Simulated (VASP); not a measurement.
# Rh (I4/mmm) in VASP: a series of runs

The runs below take Rh through single point, with PBE.

Everything below comes from runs of VASP 6.6.1. Logs are shortened: lines on timing, memory, paths and dates and some standing lists are left out, and cuts for length are marked.

### Step 1. The cell of the first run

It takes space group I4/mmm (No. 139, tetragonal). The conventional cell has a = 2.555 Å, b = 2.555 Å, c = 3.898 Å, α = 90.00°, β = 90.00°, γ = 90.00°. Rh (site symmetry 4/mmm) has 12 Rh at 2.55 to 2.66 Å within 3.4 Å.

### Step 2. Single point, PBE (strain -0.050 along x and y, +0.025 along z)

INCAR reads:

```
SYSTEM = Rh
PREC = Accurate
ENCUT = 520
EDIFF = 1E-6
ISMEAR = 1
SIGMA = 0.02
LREAL = .False.
LASPH = .True.
NELM = 60
ALGO = Fast
ISIF = 2
LWAVE = .False.
LCHARG = .False.
GGA = PE
NBANDS = 14
```

KPOINTS reads:

```
regular mesh
0
Gamma
  22 22 22
  0 0 0
```

POSCAR reads:

```
Rh
1.0
    0.0000000000      1.8064725000      1.9490887500
    1.8064725000      0.0000000000      1.9490887500
    1.8064725000      1.8064725000      0.0000000000
Rh
1
Direct
    0.0000000000      0.0000000000      0.0000000000
```

Potentials or basis: VASP PAW PBE potentials, release 64 (Rh_pv).

The run is started by

```bash
cat potpaw_PBE.64/Rh_pv/POTCAR > POTCAR
mpirun -np 1 vasp_std > vasp.out
```

OUTCAR:

```text
SYSTEM = Rh
   PREC = Accurate
   ENCUT = 520
   EDIFF = 1E-6
   ISMEAR = 1
   LREAL = .False.
   LASPH = .True.
   NELM = 60
   ISIF = 2
   GGA = PE

 ion  position               nearest neighbor table
   1  0.000  0.000  0.000-

  LATTYP: Found a body centered tetragonal cell.
 ALAT       =     2.5547379096
 C/A-ratio  =     1.5258620015

  Lattice vectors:

 A1 = (  -1.8064725000,   0.0000000000,   1.9490887500)
 A2 = (   1.8064725000,   0.0000000000,   1.9490887500)
 A3 = (   0.0000000000,   1.8064725000,  -1.9490887500)

Analysis of symmetry for initial positions (statically):
=====================================================================
 Subroutine PRICEL returns:
 Original cell was already a primitive cell.

 Routine SETGRP: Setting up the symmetry group for a
 body centered tetragonal supercell.

 Subroutine GETGRP returns: Found 16 space group operations
 (whereof 16 operations were pure point group operations)
 out of a pool of 16 trial point group operations.

The static configuration has the point symmetry D_4h.

Analysis of symmetry for dynamics (positions and initial velocities):
=====================================================================
 Subroutine PRICEL returns:
 Original cell was already a primitive cell.

 Routine SETGRP: Setting up the symmetry group for a
 body centered tetragonal supercell.

 Subroutine GETGRP returns: Found 16 space group operations
 (whereof 16 operations were pure point group operations)
 out of a pool of 16 trial point group operations.

The dynamic configuration has the point symmetry D_4h.

 Subroutine INISYM returns: Found 16 space group operations
 (whereof 16 operations are pure point group operations),
 and found     1 'primitive' translations

----------------------------------------------------------------------------------------

                                     Primitive cell

  volume of cell :      12.7211

  direct lattice vectors                    reciprocal lattice vectors
     0.000000000  1.806472500  1.949088750    -0.276782514  0.276782514  0.256530135
     1.806472500  0.000000000  1.949088750     0.276782514 -0.276782514  0.256530135
     1.806472500  1.806472500  0.000000000     0.276782514  0.276782514 -0.256530135

  length of vectors
     2.657496914  2.657496914  2.554737910     0.468000887  0.468000887  0.468000887

  position of ions in fractional coordinates (direct lattice)
     0.000000000  0.000000000  0.000000000

  ion indices of the primitive-cell ions
   primitive index   ion index
                 1           1

----------------------------------------------------------------------------------------

 KPOINTS: regular mesh

Automatic generation of k-mesh.
 Grid dimensions read from file:
 generate k-points for:   22   22   22

 Generating k-lattice:

  Cartesian coordinates                     Fractional coordinates (reciprocal lattice)
    -0.012581023  0.012581023  0.011660461     0.045454545  0.000000000  0.000000000
     0.012581023 -0.012581023  0.011660461     0.000000000  0.045454545  0.000000000
     0.012581023  0.012581023 -0.011660461    -0.000000000 -0.000000000  0.045454545

  Length of vectors
     0.021272768  0.021272768  0.021272768

  Shift w.r.t. Gamma in fractional coordinates (k-lattice)
     0.000000000  0.000000000  0.000000000

 Subroutine IBZKPT returns following result:
 ===========================================

 Found    834 irreducible k-points:

 Following reciprocal coordinates:
            Coordinates               Weight
  0.000000  0.000000  0.000000      1.000000
  0.045455 -0.000000  0.000000      8.000000
  0.090909 -0.000000  0.000000      8.000000
  0.136364  0.000000  0.000000      8.000000
  0.181818  0.000000  0.000000      8.000000
  0.227273  0.000000  0.000000      8.000000
[... 16 lines left out ...]
  0.500000  0.045455  0.000000      8.000000
 -0.454545  0.045455  0.000000      8.000000
 [... further k-points ...]
   k-points           NKPTS =    834   k-points in BZ     NKDIM =    834   number of bands    NBANDS=     14
   number of dos      NEDOS =    301   number of ions     NIONS =      1
   total plane-waves  NPLWV =   8000
   dimension x,y,z NGX =    20 NGY =   20 NGZ =   20
   dimension x,y,z NGXF=    40 NGYF=   40 NGZF=   40
   ions per type =               1
   NGX,Y,Z   is equivalent  to a cutoff of  12.51, 12.51, 13.01 a.u.
   NGXF,Y,Z  is equivalent  to a cutoff of  25.02, 25.02, 26.03 a.u.
 SYSTEM =  Rh
   PREC   = accura    normal or accurate (medium, high low for compatibility)
   ISTART =      0    job   : 0-new  1-cont  2-samecut
   ICHARG =      2    charge: 1-file 2-atom 10-const
   ISPIN  =      1    spin polarized calculation?
   LNONCOLLINEAR =      F non collinear calculations
   LSORBIT =      F    spin-orbit coupling
   LASPH  =      T    aspherical Exc in radial PAW
   ENCUT  =  520.0 eV  38.22 Ry    6.18 a.u.   4.94  4.94  4.75*2*pi/ulx,y,z
   NELM   =     60;   NELMIN=  2; NELMDL= -5     # of ELM steps
   EDIFF  = 0.1E-05   stopping-criterion for ELM
   LREAL  =      F    real-space projection
   EDIFFG = 0.1E-04   stopping-criterion for IOM
   NSW    =      0    number of steps for IOM
   IBRION =     -1    ionic relax: 0-MD 1-quasi-New 2-CG
   NFREE  =      0    steps in history (QN), initial steepest desc. (CG)
   ISIF   =      2    stress and relaxation
   ISYM   =      2    0-nonsym 1-usesym 2-fastsym
   POTIM  = 0.5000    time-step for ionic-motion
   TEBEG  =    0.0;   TEEND  =   0.0 temperature during run
   PSTRESS=    0.0 pullay stress
   NELECT =      15.0000    total number of electrons
   NUPDOWN=      -1.0000    fix difference up-down
   EMIN   =  10.00;   EMAX   =-10.00  energy-range for DOS
   EFERMI =   0.00;   METHOD = LEGACY
   ISMEAR =     1;   SIGMA  =   0.02  broadening in eV -4-tet -1-fermi 0-gaus
   EFERMI_NEDOS =   21; number of points for ismear=-14 and -15
   IALGO  =     68    algorithm
   IMIX   =      4    mixing-type and parameters
     AMIX     =   0.40;   BMIX     =  1.00
     AMIX_MAG =   1.60;   BMIX_MAG =  1.00
  volume/ion in A,a.u.               =      12.72        85.85
  Fermi-wavevector in a.u.,A,eV,Ry     =   1.729539  3.268356 40.699200  2.991307
  Thomas-Fermi vector in A             =   2.804266
   LORBIT       =      0    0 simple, 1 ext, 2 COOP (PROOUT), +10 PAW based schemes
   GGA     = PE    functional components
   LHFCALC =     F    Hartree Fock is set to
   AEXX    =    0.0000 exact exchange contribution
   IVDW    =     0    specifies the selected vdW correction
   LEPSILON=     F    determine dielectric tensor
   LRPA    =     F    only Hartree local field effects (RPA)
 non-spin polarized calculation
 RMM-DIIS sequential band-by-band and
 Methfessel and Paxton  Order N= 1 SIGMA  =   0.02
  energy-cutoff  :      520.00
  volume of cell :       12.72
 maximum number of plane-waves:       355
   NGX =  9   NGY =  9   NGZ =  9

 number of electron      14.9999995 magnetization

 Free energy of the ion-electron system (eV)
  ---------------------------------------------------
  ext. energy  EPLUGINS =         0.00000000
  ---------------------------------------------------
  free energy    TOTEN  =        -7.08675887 eV

  energy without entropy =       -7.08675690  energy(sigma->0) =       -7.08675821

 E-fermi :  13.3761     XC(G=0): -14.5372

 val. band max:       13.3737289957   @ k =  -0.2273   0.0000   0.0909
 cond. band min:      13.3773934980   @ k =  -0.3636   0.3182   0.2273
 fundamental gap:      0.0036645023
 Fermi energy:        13.3761286202

 k-point     1 :       0.0000    0.0000    0.0000
  band No.  band energies     occupation
      1     -33.1507      2.00000
      2     -33.1002      2.00000
      3     -33.1002      2.00000
      4       4.8517      2.00000
      5       9.3155      2.00000
      6      10.2722      2.00000
      7      10.2722      2.00000
      8      11.6584      2.00000
      9      12.8263      2.00000
     10      29.4019      0.00000
     11      33.5830      0.00000
     12      33.7111      0.00000
     13      36.0981      0.00000
     14      36.0981      0.00000

 k-point     2 :       0.0455   -0.0000    0.0000
  band No.  band energies     occupation
      1     -33.1595      2.00000
      2     -33.1155      2.00000
      3     -33.1019      2.00000
      4       4.9424      2.00000
      5       9.3362      2.00000
      6      10.2432      2.00000
      7      10.3084      2.00000
      8      11.6479      2.00000
      9      12.7939      2.00000
     10      29.5421      0.00000
     11      33.5676      0.00000
     12      33.7116      0.00000
     13      35.7178      0.00000
     14      36.2411      0.00000

 k-point     3 :       0.0909   -0.0000    0.0000
  band No.  band energies     occupation
      1     -33.2018      2.00000
      2     -33.1434      2.00000
      3     -33.1065      2.00000
      4       5.2059      2.00000
      5       9.3821      2.00000
      6      10.1735      2.00000
      7      10.4104      2.00000
      8      11.6330      2.00000
      9      12.7070      2.00000
     10      29.9350      0.00000
     11      33.2219      0.00000
     12      33.7126      0.00000
     13      35.3006      0.00000
     14      36.6605      0.00000
[... 324 lines left out ...]
 k-point    23 :       0.5000    0.0455    0.0000
  band No.  band energies     occupation
      1     -34.0716      2.00000
      2     -33.3249      2.00000
      3     -33.1828      2.00000
      4       6.6612      2.00000
      5       9.3312      2.00000
      6      10.3585      2.00000
      7      13.2212      2.00000
      8      13.8473      0.00000
      9      15.0658      0.00000
     10      22.9561      0.00000
     11      28.8233      0.00000
     12      33.7127      0.00000
     13      34.8422      0.00000
     14      35.9780      0.00000

 k-point    24 :      -0.4545    0.0455    0.0000
  band No.  band energies     occupation
      1     -34.0706      2.00000
      2     -33.3261      2.00000
      3     -33.1789      2.00000
      4       6.6672      2.00000
      5       9.3595      2.00000
      6      10.3512      2.00000
      7      13.1465      2.00000
      8      13.7545     -0.00000
      9      15.1214      0.00000
     10      23.0471      0.00000
     11      28.8483      0.00000
     12      33.7124      0.00000
     13      34.7137      0.00000
     14      36.2326      0.00000

 [... further k-points ...]
[... 5 lines left out ...]
  --------------------------------------------------------------------------------------
  -------------------------------------------------------------------------------------
  Total        3.3424750      3.3424750      1.3879021      0.0000000      0.0000000      0.0000000
  in kB      420.9731774    420.9731774    174.8014724      0.0000000      0.0000000      0.0000000
  external PRESSURE =     338.9159424 kB  Pullay stress =       0.0000000 kB

 VOLUME and BASIS-vectors are now :
 -----------------------------------------------------------------------------
  energy-cutoff  :      520.00
  volume of cell :       12.72
      direct lattice vectors                 reciprocal lattice vectors
     0.000000000  1.806472500  1.949088750    -0.276782514  0.276782514  0.256530135
     1.806472500  0.000000000  1.949088750     0.276782514 -0.276782514  0.256530135
     1.806472500  1.806472500  0.000000000     0.276782514  0.276782514 -0.256530135

 POSITION                                       TOTAL-FORCE (eV/Angst)
 -----------------------------------------------------------------------------------
      0.00000      0.00000      0.00000        -0.000000     -0.000000     -0.000000
 -----------------------------------------------------------------------------------
    total drift:                                0.000000      0.000000      0.000000

  FREE ENERGIE OF THE ION-ELECTRON SYSTEM (eV)
  ---------------------------------------------------
  free  energy   TOTEN  =        -7.0867588666 eV

  energy  without entropy=       -7.0867568980  energy(sigma->0) =       -7.08675821
```

It took 52 s on 1 thread of Intel Xeon 6975P-C (Granite Rapids), shared host; peak memory 0.24 GiB.

Results:

```yaml
Free_energy: -7.0868 eV
Pressure: 33.9 GPa
```

Levels at points of the mesh, in eV from the Fermi level:
| k point | band 5 | band 6 | band 7 | band 8 | band 9 | band 10 |
| --- | --- | --- | --- | --- | --- | --- |
| (0.00, 0.00, 0.00) | -4.06 | -3.10 | -3.10 | -1.72 | -0.55 | 16.03 |
| (0.50, 0.00, 0.00) | -3.99 | -3.08 | 0.46 | 0.69 | 0.88 | 9.54 |
| (0.50, 0.50, 0.00) | -6.64 | 0.73 | 1.09 | 1.09 | 2.30 | 11.88 |
| (0.50, 0.00, 0.50) | -6.65 | 0.56 | 0.71 | 1.60 | 3.99 | 12.89 |

Caveat: the cell differs from its parent crystal (strain -0.050 along x and y, +0.025 along z).

[end of part 1 of 2]
